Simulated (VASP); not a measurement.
# Ge (Fd-3m) in VASP: further runs

The runs below take Ge through single point, with PBE.

All numbers are computed with VASP 6.6.1; they aren't measurements. Logs are shortened: lines on timing, memory, paths and dates and some standing lists are left out, and cuts for length are marked.

## (1) The cell of the first run

Symmetry: Fd-3m, No. 227, cubic system. The conventional cell has a = 5.542 Å, b = 5.542 Å, c = 5.542 Å, α = 90.00°, β = 90.00°, γ = 90.00°. Within 3.2 Å of Ge (site symmetry -43m) lie 4 Ge at 2.40 Å.

## (2) Single point, PBE (volume scaled by 0.94)

INCAR

```
SYSTEM = Ge
  PREC = Accurate
  ENCUT = 520
  EDIFF = 1E-6
  ISMEAR = -1
  SIGMA = 0.05
  LREAL = .FALSE.
  LASPH = .TRUE.
  NELM = 100
  ALGO = Normal
  ISIF = 2
  LWAVE = .FALSE.
  LCHARG = .FALSE.
  GGA = PE
  NBANDS = 21
```

KPOINTS

```
Automatic mesh
0
G
  10 10 10
  0 0 0
```

POSCAR

```
Ge
1.0
    0.0000000000      2.7710237968      2.7710237968
    2.7710237968      0.0000000000      2.7710237968
    2.7710237968      2.7710237968      0.0000000000
Ge
2
Direct
    0.5000000000      0.5000000000      0.5000000000
    0.7500000000      0.7500000000      0.7500000000
```

Potentials or basis: VASP PAW PBE potentials, release 64 (Ge_d).

On the command line:

```
$ cat potpaw_PBE.64/Ge_d/POTCAR > POTCAR
$ mpirun -np 1 vasp_std > vasp.out
```

OUTCAR:

```text
SYSTEM = Ge
   PREC = Accurate
   ENCUT = 520
   EDIFF = 1E-6
   ISMEAR = -1
   LREAL = .FALSE.
   LASPH = .TRUE.
   NELM = 100
   ISIF = 2
   GGA = PE

 ion  position               nearest neighbor table
   1  0.500  0.500  0.500-   2 2.40   2 2.40   2 2.40   2 2.40
   2  0.750  0.750  0.750-   1 2.40   1 2.40   1 2.40   1 2.40

  LATTYP: Found a face centered cubic cell.
 ALAT       =     5.5420475936

  Lattice vectors:

 A1 = (   0.0000000000,   2.7710237968,   2.7710237968)
 A2 = (   2.7710237968,   0.0000000000,   2.7710237968)
 A3 = (   2.7710237968,   2.7710237968,   0.0000000000)

Analysis of symmetry for initial positions (statically):
=====================================================================
 Subroutine PRICEL returns:
 Original cell was already a primitive cell.

 Routine SETGRP: Setting up the symmetry group for a
 face centered cubic supercell.

 Subroutine GETGRP returns: Found 48 space group operations
 (whereof 24 operations were pure point group operations)
 out of a pool of 48 trial point group operations.

The static configuration has the point symmetry T_d .
 The point group associated with its full space group is O_h .

Analysis of symmetry for dynamics (positions and initial velocities):
=====================================================================
 Subroutine PRICEL returns:
 Original cell was already a primitive cell.

 Routine SETGRP: Setting up the symmetry group for a
 face centered cubic supercell.

 Subroutine GETGRP returns: Found 48 space group operations
 (whereof 24 operations were pure point group operations)
 out of a pool of 48 trial point group operations.

The dynamic configuration has the point symmetry T_d .
 The point group associated with its full space group is O_h .

 Subroutine INISYM returns: Found 48 space group operations
 (whereof 24 operations are pure point group operations),
 and found     1 'primitive' translations

----------------------------------------------------------------------------------------

                                     Primitive cell

  volume of cell :      42.5550

  direct lattice vectors                    reciprocal lattice vectors
     0.000000000  2.771023797  2.771023797    -0.180438725  0.180438725  0.180438725
     2.771023797  0.000000000  2.771023797     0.180438725 -0.180438725  0.180438725
     2.771023797  2.771023797  0.000000000     0.180438725  0.180438725 -0.180438725
[... 74 lines left out ...]
 SYSTEM =  Ge
   PREC   = accura    normal or accurate (medium, high low for compatibility)
   ISTART =      0    job   : 0-new  1-cont  2-samecut
   ICHARG =      2    charge: 1-file 2-atom 10-const
   ISPIN  =      1    spin polarized calculation?
   LNONCOLLINEAR =      F non collinear calculations
   LSORBIT =      F    spin-orbit coupling
   LASPH  =      T    aspherical Exc in radial PAW
   ENCUT  =  520.0 eV  38.22 Ry    6.18 a.u.   7.29  7.29  7.29*2*pi/ulx,y,z
   NELM   =    100;   NELMIN=  2; NELMDL= -5     # of ELM steps
   EDIFF  = 0.1E-05   stopping-criterion for ELM
   LREAL  =      F    real-space projection
   EDIFFG = 0.1E-04   stopping-criterion for IOM
   NSW    =      0    number of steps for IOM
   IBRION =     -1    ionic relax: 0-MD 1-quasi-New 2-CG
   NFREE  =      0    steps in history (QN), initial steepest desc. (CG)
   ISIF   =      2    stress and relaxation
   ISYM   =      2    0-nonsym 1-usesym 2-fastsym
   POTIM  = 0.5000    time-step for ionic-motion
   TEBEG  =    0.0;   TEEND  =   0.0 temperature during run
   PSTRESS=    0.0 pullay stress
   NELECT =      28.0000    total number of electrons
   NUPDOWN=      -1.0000    fix difference up-down
   EMIN   =  10.00;   EMAX   =-10.00  energy-range for DOS
   EFERMI =   0.00;   METHOD = LEGACY
   ISMEAR =    -1;   SIGMA  =   0.05  broadening in eV -4-tet -1-fermi 0-gaus
   EFERMI_NEDOS =   21; number of points for ismear=-14 and -15
   IALGO  =     38    algorithm
   IMIX   =      4    mixing-type and parameters
     AMIX     =   0.40;   BMIX     =  1.00
     AMIX_MAG =   1.60;   BMIX_MAG =  1.00
  volume/ion in A,a.u.               =      21.28       143.59
  Fermi-wavevector in a.u.,A,eV,Ry     =   1.423893  2.690767 27.585409  2.027470
  Thomas-Fermi vector in A             =   2.544442
   LORBIT       =      0    0 simple, 1 ext, 2 COOP (PROOUT), +10 PAW based schemes
   GGA     = PE    functional components
   LHFCALC =     F    Hartree Fock is set to
   AEXX    =    0.0000 exact exchange contribution
   IVDW    =     0    specifies the selected vdW correction
   LEPSILON=     F    determine dielectric tensor
   LRPA    =     F    only Hartree local field effects (RPA)
 non-spin polarized calculation
  energy-cutoff  :      520.00
  volume of cell :       42.56
 maximum number of plane-waves:      1167
 NGX is ok and might be reduce to    30
   NGX = 15   NGY = 15   NGZ = 15

 number of electron      27.9999991 magnetization

 Free energy of the ion-electron system (eV)
  ---------------------------------------------------
  ext. energy  EPLUGINS =         0.00000000
  ---------------------------------------------------
  free energy    TOTEN  =        -8.90196763 eV

  energy without entropy =       -8.90186326  energy(sigma->0) =       -8.90191544

 E-fermi :   5.7913     XC(G=0): -10.2226

 val. band max:        5.6187856201   @ k =   0.0000   0.0000   0.0000
 cond. band min:       6.0003556909   @ k =   0.5000   0.0000   0.0000
 fundamental gap:      0.3815700709
 Fermi energy:         5.7913368886

 k-point     1 :       0.0000    0.0000    0.0000
  band No.  band energies     occupation
      1     -19.2961      2.00000
      2     -19.2961      2.00000
      3     -19.2961      2.00000
      4     -19.2548      2.00000
      5     -19.2548      2.00000
      6     -19.0083      2.00000
[... 565 lines left out ...]
     20      17.6647      0.00000
     21      17.7185      0.00000

 [... further k-points ...]
[... 5 lines left out ...]
  --------------------------------------------------------------------------------------
  -------------------------------------------------------------------------------------
  Total        2.3888216      2.3888216      2.3888216      0.0000000      0.0000000      0.0000000
  in kB       89.9380663     89.9380663     89.9380663      0.0000000      0.0000000      0.0000000
  external PRESSURE =      89.9380663 kB  Pullay stress =       0.0000000 kB

 VOLUME and BASIS-vectors are now :
 -----------------------------------------------------------------------------
  energy-cutoff  :      520.00
  volume of cell :       42.56
      direct lattice vectors                 reciprocal lattice vectors
     0.000000000  2.771023797  2.771023797    -0.180438725  0.180438725  0.180438725
     2.771023797  0.000000000  2.771023797     0.180438725 -0.180438725  0.180438725
     2.771023797  2.771023797  0.000000000     0.180438725  0.180438725 -0.180438725

 POSITION                                       TOTAL-FORCE (eV/Angst)
 -----------------------------------------------------------------------------------
      2.77102      2.77102      2.77102        -0.000000     -0.000000     -0.000000
      4.15654      4.15654      4.15654         0.000000      0.000000      0.000000
 -----------------------------------------------------------------------------------
    total drift:                                0.000000     -0.000000     -0.000000

  FREE ENERGIE OF THE ION-ELECTRON SYSTEM (eV)
  ---------------------------------------------------
  free  energy   TOTEN  =        -8.9019676341 eV

  energy  without entropy=       -8.9018632556  energy(sigma->0) =       -8.90191544
```

Run time: 17 s. Hardware: 1 thread of Intel Xeon 6975P-C (Granite Rapids), shared host; peak memory 0.18 GiB.

What came out:

| Property | Result |
| --- | --- |
| Free energy | -8.9020 eV |
| Pressure | 9.0 GPa |
| Band gap on the k mesh | 0.38 eV, indirect (least direct gap 0.62 eV) |

 A k mesh can miss the band edges.

## (3) Single point, PBE (volume scaled by 0.96)

INCAR

```
SYSTEM = Ge
PREC     = Accurate       ! precision mode
ENCUT    = 520            ! plane-wave cutoff, eV
EDIFF    = 1E-6           ! SCF threshold, eV
ISMEAR   = -1             ! smearing method
SIGMA    = 0.05           ! smearing width, eV
LREAL    = .False.        ! projectors in reciprocal space
LASPH    = .True.         ! aspherical terms in the spheres
NELM     = 80             ! most SCF steps
ALGO     = Normal         ! electronic algorithm
ISIF     = 2              ! what is computed and relaxed
LWAVE    = .False.        ! write WAVECAR
LCHARG   = .True.         ! write CHGCAR
GGA      = PE             ! functional
LELF     = .True.         ! ELF
LVHAR    = .True.       
NBANDS   = 21             ! bands
```

KPOINTS

```
regular mesh
0
Gamma
  10 10 10
  0 0 0
```

POSCAR

```
Ge
1.0
    0.0000000000      2.7905386918      2.7905386918
    2.7905386918      0.0000000000      2.7905386918
    2.7905386918      2.7905386918      0.0000000000
Ge
2
Direct
    0.5000000000      0.5000000000      0.5000000000
    0.7500000000      0.7500000000      0.7500000000
```

Potentials or basis: VASP PAW PBE potentials, release 64 (Ge_d).

On the command line:

```
$ cat potpaw_PBE.64/Ge_d/POTCAR > POTCAR
$ mpirun -np 1 vasp_std > vasp.out
```

It took 18 s on 1 thread of Intel Xeon 6975P-C (Granite Rapids), shared host; peak memory 0.18 GiB.

It converged, with:

```
Free energy            : -8.9472 eV
Pressure               : 7.0 GPa
Band gap on the k mesh : 0.31 eV, indirect (least direct gap 0.42 eV)
```

Levels at points of the mesh, in eV from the valence-band top:
| k point | band 11 | band 12 | band 13 | band 14 | band 15 | band 16 | band 17 | band 18 |
| --- | --- | --- | --- | --- | --- | --- | --- | --- |
| (0.00, 0.00, 0.00) | -13.09 | 0.00 | 0.00 | 0.00 | 0.42 | 2.57 | 2.57 | 2.57 |
| (0.50, 0.00, 0.00) | -10.90 | -7.79 | -1.47 | -1.47 | 0.31 | 3.77 | 3.77 | 7.15 |
| (0.50, 0.50, 0.00) | -9.05 | -9.05 | -3.22 | -3.22 | 0.70 | 0.70 | 9.86 | 9.86 |

 A k mesh can miss the band edges.

## (4) Single point, PBE (volume scaled by 0.98)

INCAR

```
SYSTEM = Ge
  ALGO = Normal
  EDIFF = 1E-7
  ENCUT = 520
  GGA = PE
  ISIF = 2
  ISMEAR = -1
  LASPH = .True.
  LCHARG = .False.
  LREAL = .False.
  LWAVE = .False.
  NBANDS = 21
  NELM = 100
  PREC = Accurate
  SIGMA = 0.05
```

KPOINTS

```
k-points
0
Gamma
  10 10 10
  0 0 0
```

POSCAR

```
Ge
1.0
    0.0000000000      2.8097843944      2.8097843944
    2.8097843944      0.0000000000      2.8097843944
    2.8097843944      2.8097843944      0.0000000000
Ge
2
Direct
    0.5000000000      0.5000000000      0.5000000000
    0.7500000000      0.7500000000      0.7500000000
```

On the command line:

```
$ cat potpaw_PBE.64/Ge_d/POTCAR > POTCAR
$ mpirun -np 1 vasp_std > vasp.out
```

Run time: 18 s. Hardware: 1 thread of Intel Xeon 6975P-C (Granite Rapids), shared host; peak memory 0.17 GiB.

It converged, with:

```yaml
Free_energy: -8.9817 eV
Pressure: 5.2 GPa
Band_gap_on_the_k_mesh: 0.22 eV, direct
```

Levels at points of the mesh, in eV from the valence-band top:
```csv
k point,band 10,band 11,band 12,band 13,band 14,band 15,band 16,band 17,band 18,band 19
"(0.00, 0.00, 0.00)",-24.57,-12.93,0.00,0.00,0.00,0.22,2.56,2.56,2.56,6.47
"(0.50, 0.00, 0.00)",-24.54,-10.79,-7.69,-1.44,-1.44,0.25,3.76,3.76,7.14,10.70
"(0.50, 0.50, 0.00)",-24.53,-8.96,-8.96,-3.15,-3.15,0.73,0.73,9.69,9.69,11.82
```

 A k mesh can miss the band edges.

## (5) Summary

```csv
cell,gap on the mesh (eV),pressure (GPa)
"a = 3.919 Å, angles 60.0°, 2 atoms",0.38,9.0
"a = 3.946 Å, angles 60.0°, 2 atoms",0.31,7.0
"a = 3.974 Å, angles 60.0°, 2 atoms",0.22,5.2
```

Alike in all rows: task single point; level PBE; potentials or basis VASP PAW PBE potentials, release 64 (Ge_d); no spin polarisation; k mesh 10 × 10 × 10; cutoff (eV) 520; smearing fermi-dirac 0.05 eV.

Absolute energies hang on the potentials; compare differences alone.
